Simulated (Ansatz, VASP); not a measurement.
## One calculation of MoSe, two programs

```
Mo Se
1.0
     4.07308    0.00000    0.00000
    -2.03654    3.52739    0.00000
     0.00000    0.00000    5.09853
Mo Se
2 2
Direct
  0.00000 0.00000 0.00000
  0.00000 0.00000 0.50000
  0.33333 0.66667 0.25000
  0.66667 0.33333 0.75000
```

Alike in both runs: task single point; functional revPBE; k mesh 10 × 10 × 6; collinear spin.

|  | VASP | Ansatz |
| --- | --- | --- |
| version | VASP 6.6.1 | Ansatz 0.2.0 |
| potentials or method | VASP PAW PBE potentials, release 64 (Mo_sv, Se), cutoff 520 eV | scalar-relativistic, plane waves, PAW |
| occupations | tetrahedron | tetrahedron-uncorrected |
| valence electrons in the cell | 40 | 60 |

Ansatz gave:

```
gap on the k mesh at the Fermi level (eV)                     : none
pressure (GPa)                                                : 2.0
traceless stress, the component that is largest in VASP (GPa) : 1.03
net moment per atom (μB)                                      : 0.00
```

Q: Which values does VASP return?

A: gap on the k mesh at the Fermi level (eV): none; pressure (GPa): 2.3; traceless stress, the component that is largest in VASP (GPa): 1.11; net moment per atom (μB): 0.00.

VASP's potentials were made for PBE, not for revPBE. A gap of «none» marks a metal or a gap that the smearing closes. VASP's potentials hold 40 valence electrons a cell and Ansatz's 60, so a difference there can come from the potentials and not from the codes. Ansatz's warnings: band table not solved further, seeded moment not kept.
